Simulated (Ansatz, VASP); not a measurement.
**One calculation of H2Se, two programs**

File INCAR:

```
PREC = Accurate
ENCUT = 600
EDIFF = 1E-6
ISMEAR = 0
SIGMA = 0.1
LREAL = False
LASPH = True
NELM = 60
ALGO = Normal
ISIF = 3
LWAVE = False
LCHARG = False
GGA = PE
IVDW = 12
IBRION = 2
NSW = 100
EDIFFG = -0.01
```

The input KPOINTS:

```
regular mesh
0
Gamma
  18 18 8
```

POSCAR

```
H2Se
1.0
    1.8548469748     -1.8631219340      0.0000000000
    1.8548469748      1.8631219340      0.0000000000
    0.0000000000      0.0000000000      6.1259304264
H Se
2 1
Direct
    0.1011042868      0.1011042868      0.5000000000
    0.8988957132      0.8988957132      0.5000000000
    0.5000000000      0.5000000000      0.0000000000
```

Input for Ansatz:

```yaml
crystal:
  lattice:
    - [1.8548469748, -1.863121934, 0.0]
    - [1.8548469748, 1.863121934, 0.0]
    - [0.0, 0.0, 6.1259304264]
  atoms:
    - { symbol: H, position: [0.1011042868, 0.1011042868, 0.5] }
    - { symbol: H, position: [0.8988957132, 0.8988957132, 0.5] }
    - { symbol: Se, position: [0.5, 0.5, 0.0] }
basis:
  ecutwfc: 420
kpoints:
  mp_grid: { grid: [18, 18, 8] }
hamiltonian:
  xc: pbe
  dispersion: d3bj
scf:
  occupations: { method: gaussian, width: 0.1 }
output:
  forces: true
  stress: true
  eigenvalues: true
relax:
  adjacent_minimum: "off"
  f_tol: 0.01
  max_steps: 80
  cell: { stress_tol: 0.05 }
```

Change from the starting cell: species swapped into the CsO2 type (Cmmm, No. 65).

Alike in both runs: task relaxation of cell and atoms; functional PBE; dispersion D3(BJ); k mesh 18 × 18 × 8; occupations gaussian, width 0.1 eV; no spin polarisation.

|  | VASP | Ansatz |
| --- | --- | --- |
| version | VASP 6.6.1 | Ansatz 0.2.0 |
| potentials or method | VASP PAW PBE potentials, release 64 (H, Se), cutoff 600 eV | scalar-relativistic, plane waves, PAW |
| valence electrons in the cell | 8 | 18 |

|  | VASP | Ansatz | Ansatz less VASP |
| --- | --- | --- | --- |
| gap on the k mesh at the Fermi level, each at its own relaxed structure (eV) | none | none | - |
| relaxed volume (Å³/atom) | 14.14 | 14.14 | -0.001 |
| relaxed cell length with the largest relative difference (Å) | 6.124 | 6.125 | +0.0004 |

A gap of «none» marks a metal or a gap that the smearing closes. VASP's potentials hold 8 valence electrons a cell and Ansatz's 18, so a difference there can come from the potentials and not from the codes.
